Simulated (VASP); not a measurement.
# Ir5Rh: single point with PBE

Ir5Rh:

```
CELL_PARAMETERS angstrom
2.71219 0.00000 0.00000
0.00000 2.71219 0.00000
0.00000 0.00000 11.50684
ATOMIC_POSITIONS crystal
Ir 0.00000 0.00000 0.66667
Ir 0.00000 0.00000 0.33333
Ir 0.50000 0.50000 0.16667
Ir 0.00000 0.00000 0.00000
Ir 0.50000 0.50000 0.83333
Rh 0.50000 0.50000 0.50000
```

| Quantity | Value |
| --- | --- |
| Program | VASP 6.6.1 |
| Task | single point |
| Functional | PBE |
| Potentials or basis | VASP PAW PBE potentials, release 64 (Ir, Rh_pv) |
| Cutoff | 520 eV |
| k mesh | 6 × 6 × 2 |
| Occupations | gaussian, width 0.1 eV |
| Spin | no spin polarisation |
| Dipole correction | no |
| Further INCAR settings | ALGO = Normal; EDIFF = 1e-06; NBANDS = 39 |

```json
{
  "Pressure": "7.9 GPa",
  "Largest force": "0.321 eV/Å",
  "Band gap on the k mesh": "zero (bands 30 and 31 overlap by 2.27 eV)"
}
```

Forces in eV/Å, atoms in the order of the input:
```
Ir   0.000  0.000  0.157
Ir   0.000  0.000 -0.157
Ir   0.000  0.000  0.321
Ir   0.000  0.000  0.000
Ir   0.000  0.000 -0.321
Rh   0.000  0.000  0.000
```

Stress tensor (GPa, compression positive):
```
9.67 0.00 0.00
0.00 9.67 0.00
0.00 0.00 4.31
```

Levels at points of the mesh, in eV from the Fermi level:
```
           k point  band 26  band 27  band 28  band 29  band 30  band 31  band 32  band 33  band 34  band 35
(0.00, 0.00, 0.00)    -1.03    -1.01    -0.64    -0.51    -0.45    -0.45    -0.24    -0.24     0.33     0.54
(0.50, 0.00, 0.00)    -1.64    -1.51    -1.27    -1.09     0.43     0.58     0.65     0.68     1.64     2.13
(0.50, 0.50, 0.00)     1.02     1.50     1.50     1.65     1.65     1.68     1.81     1.82     2.12     2.12
(0.00, 0.00, 0.50)    -1.39    -1.35    -0.90    -0.90    -0.21     0.03     0.54     0.74     0.78     0.83
(0.50, 0.00, 0.50)    -0.54    -0.41    -0.39    -0.35    -0.29    -0.24     0.82     0.95     1.03     1.08
(0.50, 0.50, 0.50)     0.48     0.53     0.83     1.65     1.65     1.68     1.81     1.82     4.19     4.19
```

Wall time 110 s on 1 thread of Intel Xeon 8259CL (shared host), peak memory 0.21 GiB.

Caveat: the k points lie up to 0.39 Å⁻¹ apart, too coarse for converged energies and pressures of a metal; spin-orbit coupling is left out, which moves the levels of the heavy elements.
